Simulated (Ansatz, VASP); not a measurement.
Two plane-wave programs on Tl

```
Tl
1.0
     0.00000    2.46335    2.46335
     2.46335    0.00000    2.46335
     2.46335    2.46335    0.00000
Tl
1
Direct
  0.00000 0.00000 0.00000
```

Alike in both runs: task single point; functional r2SCAN; k mesh 11 × 11 × 11; occupations fermi-dirac, width 0.1 eV; non-collinear spin, spin-orbit coupling.

|  | VASP | Ansatz |
| --- | --- | --- |
| version | VASP 6.6.1 | Ansatz 0.2.0 |
| potentials or method | VASP PAW PBE potentials, release 64 (Tl_d), cutoff 520 eV | plane waves (500 eV) with PAW, fully relativistic with spin-orbit coupling |
| valence electrons in the cell | 13 | 13 |

```tsv
	VASP	Ansatz	Ansatz less VASP
net moment per atom (μB)	0.00	0.00	0.000
```

VASP's potentials were made for PBE, not for r2SCAN. The functional is the same, so the differences come from potentials, cutoffs and numerics.
